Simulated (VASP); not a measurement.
# Be (a cell with a defect) in VASP: further runs

The runs below take Be (a cell with a defect) through single point, with r2SCAN.

Program: VASP 6.6.1. These are calculated values, not measurements. Logs are shortened: lines on timing, memory, paths and dates and some standing lists are left out, and cuts for length are marked.

## Step 1: The cell of the first run

The cell holds a defect, 17 atoms: a = 4.580 Å, b = 3.966 Å, c = 7.177 Å, α = 90.00°, β = 90.00°, γ = 90.00°.

## Step 2: Single point, r2SCAN

The input, POSCAR:

```
Be
1.0
   -2.2900000000     -3.9663960000      0.0000000000
    3.4350000000     -1.9831980000      0.0000000000
    0.0000000000      0.0000000000      7.1768600000
Be
17
Direct
    0.6893656178      0.5385412707      0.0058127092
    0.5061901629      0.3372216807      0.2611474935
    0.8251298457      0.5829686599      0.4798878618
    0.5943392573      0.3760442210      0.6660656610
    0.5062272773      0.0205512271      0.0048602035
    0.2327147359      0.8238200132      0.2611866471
    0.4791221931     -0.0547718131      0.5120601489
    0.2829504355      0.6800927212      0.7676163392
    0.2226225866      0.4551061785      0.0191665993
   -0.0073575200      0.3355508819      0.2523582737
    0.2625631607      0.4511690358      0.5017821164
   -0.0648636109      0.3827977674      0.7943702399
    0.0079444165     -0.0341028490     -0.0061465599
    0.7436990229      0.8558505859      0.2461973621
   -0.0478654615      0.0744824143      0.5154233188
    0.7403304403      0.8649536269      0.7518398018
    0.2762460278      0.1569494625      0.7622221975
```

The input, INCAR.step1:

```
PREC     = Accurate       # precision mode
ENCUT    = 520            # plane-wave cutoff, eV
ISMEAR   = 0              # smearing method
SIGMA    = 0.15           # smearing width, eV
LREAL    = Auto         
LASPH    = T              # aspherical terms in the spheres
NELM     = 60             # most SCF steps
NBANDS   = 31             # bands
GGA      = PE             # functional
ALGO     = Normal         # electronic algorithm
EDIFF    = 1E-4           # SCF threshold, eV
LWAVE    = T              # write WAVECAR
LCHARG   = F              # write CHGCAR
```

The input, INCAR.step2:

```
PREC     = Accurate       # precision mode
ENCUT    = 520            # plane-wave cutoff, eV
EDIFF    = 1E-7           # SCF threshold, eV
ISMEAR   = 0              # smearing method
SIGMA    = 0.15           # smearing width, eV
LREAL    = Auto         
LASPH    = T              # aspherical terms in the spheres
NELM     = 60             # most SCF steps
ALGO     = Normal         # electronic algorithm
ISIF     = 2              # what is computed and relaxed
LWAVE    = F              # write WAVECAR
LCHARG   = F              # write CHGCAR
METAGGA  = R2SCAN         # meta-GGA
LMIXTAU  = T            
NBANDS   = 31             # bands
ISTART   = 1
```

The input, KPOINTS:

```
regular mesh
0
Gamma
  5 5 3
```

Potentials or basis: VASP PAW PBE potentials, release 64 (Be).

The run is started by

```console
> cat potpaw_PBE.64/Be/POTCAR > POTCAR
> cp INCAR.step1 INCAR
> mpirun -np 1 vasp_std > vasp.out
> cp INCAR.step2 INCAR
> mpirun -np 1 vasp_std > vasp.out
```

OUTCAR:

```text
PREC = Accurate
   ENCUT = 520
   EDIFF = 1E-7
   ISMEAR = 0
   LREAL = Auto
   LASPH = T
   NELM = 60
   ISIF = 2
   METAGGA = R2SCAN
   ISTART = 1

 ion  position               nearest neighbor table
   1  0.689  0.539  0.006-  12 1.99   5 2.09  14 2.15   9 2.17   2 2.17   5 2.22  13 2.24  16 2.25

   2  0.506  0.337  0.261-  11 2.11   1 2.17  14 2.20   9 2.22   5 2.23  10 2.23   6 2.30  14 2.33
                            10 2.35   3 2.36   7 2.38
   3  0.825  0.583  0.480-   4 1.89  14 2.03  15 2.05  10 2.05  11 2.08  15 2.11   7 2.15  16 2.28
                             2 2.36
   4  0.594  0.376  0.666-  12 1.81  17 1.83   3 1.89  11 1.95   8 2.00   7 2.10  16 2.14  16 2.22
                            15 2.30
   5  0.506  0.021  0.005-   1 2.09  17 2.11  14 2.15   9 2.16  16 2.20   1 2.22   2 2.23  13 2.29
                            13 2.31   6 2.36
   6  0.233  0.824  0.261-   7 2.18  10 2.23  14 2.25  13 2.25   9 2.27  11 2.28   2 2.30  10 2.31
                            14 2.35   5 2.36
   7  0.479  0.945  0.512-   4 2.10  16 2.12   3 2.15   6 2.18  17 2.19  11 2.20  15 2.23  11 2.24
                            14 2.29   8 2.30   2 2.38
   8  0.283  0.680  0.768-  17 1.89  12 1.99   4 2.00   9 2.03  17 2.08  11 2.11  16 2.22   7 2.30
                            13 2.35
   9  0.223  0.455  0.019-   8 2.03  10 2.03  12 2.10   5 2.16   1 2.17  13 2.18  17 2.20   2 2.22
                            13 2.26   6 2.27
  10  0.993  0.336  0.252-   9 2.03   3 2.05  15 2.16  14 2.22  11 2.22   6 2.23   2 2.23   6 2.31
                             2 2.35  14 2.36  13 2.37
  11  0.263  0.451  0.502-   4 1.95  15 2.06   3 2.08   2 2.11   8 2.11   7 2.20  17 2.20  10 2.22
                             7 2.24   6 2.28
  12  0.935  0.383  0.794-   4 1.81  17 1.82   1 1.99   8 1.99   9 2.10  16 2.13  13 2.21  16 2.26
                            15 2.35
  13  0.008  0.966  0.994-  16 2.16   9 2.18  17 2.20  12 2.21  14 2.22   1 2.24   6 2.25   9 2.26
                             5 2.29   5 2.31   8 2.35  10 2.37
  14  0.744  0.856  0.246-   3 2.03   5 2.15   1 2.15   2 2.20  10 2.22  13 2.22   6 2.25   7 2.29
                            15 2.32   2 2.33   6 2.35  10 2.36
  15  0.952  0.074  0.515-   3 2.05  11 2.06   3 2.11  16 2.12  10 2.16   7 2.23   4 2.30  14 2.32
                            17 2.33  12 2.35
  16  0.740  0.865  0.752-   7 2.12  15 2.12  12 2.13   4 2.14  13 2.16   5 2.20   4 2.22   8 2.22
                             1 2.25  12 2.26   3 2.28
  17  0.276  0.157  0.762-  12 1.82   4 1.83   8 1.89   8 2.08   5 2.11   7 2.19  13 2.20   9 2.20
                            11 2.20  15 2.33

  LATTYP: Found a simple orthorhombic cell.
 ALAT       =     3.9663962620
 B/A-ratio  =     1.1547004875
 C/A-ratio  =     1.8094157835

  Lattice vectors:

 A1 = (  -3.4350000000,   1.9831980000,   0.0000000000)
 A2 = (  -2.2900000000,  -3.9663960000,   0.0000000000)
 A3 = (   0.0000000000,   0.0000000000,   7.1768600000)

Analysis of symmetry for initial positions (statically):
=====================================================================
 Subroutine PRICEL returns:
 Original cell was already a primitive cell.

 Routine SETGRP: Setting up the symmetry group for a
 simple orthorhombic supercell.

 Subroutine GETGRP returns: Found  1 space group operations
 (whereof  1 operations were pure point group operations)
 out of a pool of  8 trial point group operations.

The static configuration has the point symmetry C_1 .

Analysis of symmetry for dynamics (positions and initial velocities):
=====================================================================
 Subroutine PRICEL returns:
 Original cell was already a primitive cell.

 Routine SETGRP: Setting up the symmetry group for a
 simple orthorhombic supercell.

 Subroutine GETGRP returns: Found  1 space group operations
 (whereof  1 operations were pure point group operations)
 out of a pool of  8 trial point group operations.

The dynamic configuration has the point symmetry C_1 .

 Subroutine INISYM returns: Found  1 space group operations
 (whereof  1 operations are pure point group operations),
 and found     1 'primitive' translations

----------------------------------------------------------------------------------------
[... 53 lines left out ...]

 KPOINTS: regular mesh

Automatic generation of k-mesh.
 Grid dimensions read from file:
 generate k-points for:    5    5    3

 Generating k-lattice:

  Cartesian coordinates                     Fractional coordinates (reciprocal lattice)
    -0.021834061 -0.037817707  0.000000000     0.200000000  0.000000000  0.000000000
     0.043668122 -0.025211804  0.000000000     0.000000000  0.200000000  0.000000000
     0.000000000  0.000000000  0.046445567     0.000000000  0.000000000  0.333333333

  Length of vectors
     0.043668125  0.050423605  0.046445567

  Shift w.r.t. Gamma in fractional coordinates (k-lattice)
     0.000000000  0.000000000  0.000000000

 Subroutine IBZKPT returns following result:
 ===========================================

 Found     38 irreducible k-points:

 Following reciprocal coordinates:
            Coordinates               Weight
  0.000000  0.000000  0.000000      1.000000
  0.200000  0.000000  0.000000      2.000000
  0.400000  0.000000  0.000000      2.000000
  0.000000  0.200000  0.000000      2.000000
  0.200000  0.200000  0.000000      2.000000
 -0.200000  0.200000  0.000000      2.000000
[... 16 lines left out ...]
  0.200000 -0.200000 -0.333333      2.000000
 -0.200000 -0.200000  0.333333      2.000000
 [... further k-points ...]
   k-points           NKPTS =     38   k-points in BZ     NKDIM =     38   number of bands    NBANDS=     31
   number of dos      NEDOS =    301   number of ions     NIONS =     17
   total plane-waves  NPLWV =  58320
   dimension x,y,z NGX =    36 NGY =   30 NGZ =   54
   dimension x,y,z NGXF=    72 NGYF=   60 NGZF=  108
   ions per type =              17
   NGX,Y,Z   is equivalent  to a cutoff of  13.07, 12.57, 12.51 a.u.
   NGXF,Y,Z  is equivalent  to a cutoff of  26.13, 25.15, 25.02 a.u.
 SYSTEM =  unknown system
   PREC   = accura    normal or accurate (medium, high low for compatibility)
   ISTART =      1    job   : 0-new  1-cont  2-samecut
   ICHARG =      0    charge: 1-file 2-atom 10-const
   ISPIN  =      1    spin polarized calculation?
   LNONCOLLINEAR =      F non collinear calculations
   LSORBIT =      F    spin-orbit coupling
   LASPH  =      T    aspherical Exc in radial PAW
   ENCUT  =  520.0 eV  38.22 Ry    6.18 a.u.   8.52  7.37 13.34*2*pi/ulx,y,z
   NELM   =     60;   NELMIN=  2; NELMDL=  0     # of ELM steps
   EDIFF  = 0.1E-06   stopping-criterion for ELM
   LREAL  =      T    real-space projection
   EDIFFG = 0.1E-05   stopping-criterion for IOM
   NSW    =      0    number of steps for IOM
   IBRION =     -1    ionic relax: 0-MD 1-quasi-New 2-CG
   NFREE  =      0    steps in history (QN), initial steepest desc. (CG)
   ISIF   =      2    stress and relaxation
   ISYM   =      2    0-nonsym 1-usesym 2-fastsym
   POTIM  = 0.5000    time-step for ionic-motion
   TEBEG  =    0.0;   TEEND  =   0.0 temperature during run
   PSTRESS=    0.0 pullay stress
   NELECT =      34.0000    total number of electrons
   NUPDOWN=      -1.0000    fix difference up-down
   EMIN   =  10.00;   EMAX   =-10.00  energy-range for DOS
   EFERMI =   0.00;   METHOD = LEGACY
   ISMEAR =     0;   SIGMA  =   0.15  broadening in eV -4-tet -1-fermi 0-gaus
   EFERMI_NEDOS =   21; number of points for ismear=-14 and -15
   IALGO  =     38    algorithm
   IMIX   =      4    mixing-type and parameters
     AMIX     =   0.40;   BMIX     =  1.00
     AMIX_MAG =   1.60;   BMIX_MAG =  1.00
  volume/ion in A,a.u.               =       7.67        51.75
  Fermi-wavevector in a.u.,A,eV,Ry     =   1.045930  1.976520 14.884349  1.093969
  Thomas-Fermi vector in A             =   2.180746
   LORBIT       =      0    0 simple, 1 ext, 2 COOP (PROOUT), +10 PAW based schemes
   METAGGA = R2SCAN    functional components
   LHFCALC =     F    Hartree Fock is set to
   AEXX    =    0.0000 exact exchange contribution
   IVDW    =     0    specifies the selected vdW correction
   LEPSILON=     F    determine dielectric tensor
   LRPA    =     F    only Hartree local field effects (RPA)
 non-spin polarized calculation
 Gauss-broadening in eV      SIGMA  =   0.15
  energy-cutoff  :      520.00
  volume of cell :      130.38
 maximum number of plane-waves:      3529
 NGX is ok and might be reduce to    36
   NGX = 17   NGY = 15   NGZ = 27

 number of electron      34.0000000 magnetization

 Free energy of the ion-electron system (eV)
  ---------------------------------------------------
  ext. energy  EPLUGINS =         0.00000000
  ---------------------------------------------------
  free energy    TOTEN  =       -68.93108616 eV

  energy without entropy =      -68.90957612  energy(sigma->0) =      -68.92033114

 E-fermi :   7.3133     XC(G=0): -11.3575

 val. band max:        7.2508441314   @ k =  -0.4000  -0.4000   0.3333
 cond. band min:       7.3259230613   @ k =   0.0000   0.2000  -0.3333
 fundamental gap:      0.0750789299
 Fermi energy:         7.3133369679

 k-point     1 :       0.0000    0.0000    0.0000
  band No.  band energies     occupation
      1      -5.0542      2.00000
      2      -2.7534      2.00000
      3      -2.7434      2.00000
      4       0.3560      2.00000
      5       0.6791      2.00000
      6       1.7817      2.00000
[... 757 lines left out ...]
     28      12.7841      0.00000
     29      13.1146      0.00000

 [... further k-points ...]

 [bands above 29 left out]

------------------------ aborting loop because EDIFF is reached ----------------------------------------

  FORCE on cell =-STRESS in cart. coord.  units (eV):
  Direction    XX          YY          ZZ          XY          YZ          ZX
  --------------------------------------------------------------------------------------
  -------------------------------------------------------------------------------------
  Total       11.5141247     15.4249801      2.4204729      1.4024734      7.1116852      0.3260447
  in kB      141.4964309    189.5567137     29.7450550     17.2349168     87.3950998      4.0067455
  external PRESSURE =     120.2660666 kB  Pullay stress =       0.0000000 kB

 VOLUME and BASIS-vectors are now :
 -----------------------------------------------------------------------------
  energy-cutoff  :      520.00
  volume of cell :      130.38
      direct lattice vectors                 reciprocal lattice vectors
    -2.290000000 -3.966396000  0.000000000    -0.109170306 -0.189088533  0.000000000
     3.435000000 -1.983198000  0.000000000     0.218340611 -0.126059022  0.000000000
     0.000000000  0.000000000  7.176860000     0.000000000  0.000000000  0.139336702

 POSITION                                       TOTAL-FORCE (eV/Angst)
 -----------------------------------------------------------------------------------
      0.27124     -3.80233      0.04172        -0.125327      0.036343     -0.091058
     -0.00082     -2.67653      1.87422        -0.007670     -0.000286      0.060098
      0.11295     -4.42893      3.44409         0.042187     -0.079667     -0.072006
     -0.06933     -3.10315      4.78026        -0.004069     -0.061364     -0.159203
     -1.08867     -2.04866      0.03488        -0.058329      0.225473      0.098749
      2.29691     -2.55684      1.87450         0.046236      0.082485      0.070311
[... 9 lines left out ...]
      1.27576     -4.65182      5.39585         0.060954      0.024761     -0.016546
     -0.09348     -1.40696      5.47036        -0.083483     -0.119284      0.096549
 -----------------------------------------------------------------------------------
    total drift:                               -0.000164      0.000668      0.000037

  FREE ENERGIE OF THE ION-ELECTRON SYSTEM (eV)
  ---------------------------------------------------
  free  energy   TOTEN  =       -68.9310861627 eV

  energy  without entropy=      -68.9095761177  energy(sigma->0) =      -68.92033114
```

Wall time 17 min (1 thread of Oxide Virtual Turin-like, shared host); peak memory 0.26 GiB.

What came out:

| Item | Value |
| --- | --- |
| Free energy | -68.9311 eV |
| Pressure | 12.0 GPa |
| Largest force | 0.253 eV/Å |
| Band gap on the k mesh | zero (bands 17 and 18 overlap by 0.91 eV) |

Forces in eV/Å, atoms in the order of the input:
```
Be  -0.125  0.036 -0.091
Be  -0.008  0.000  0.060
Be   0.042 -0.080 -0.072
Be  -0.004 -0.061 -0.159
Be  -0.058  0.225  0.099
Be   0.046  0.082  0.070
Be  -0.022  0.049  0.007
Be  -0.083 -0.180  0.150
Be   0.035  0.007  0.051
Be  -0.009  0.003 -0.011
Be   0.039  0.058  0.072
Be   0.012 -0.095 -0.213
Be   0.064  0.014 -0.010
Be  -0.002  0.034 -0.041
Be   0.097  0.002  0.008
Be   0.061  0.025 -0.017
Be  -0.083 -0.119  0.097
```

Caveat: the PAW data sets were made with another functional, which shifts forces and pressure a little.

(Continued in part 2 of 2.)

The gap in the log of VASP goes by the Fermi energy; the results here count the filled bands.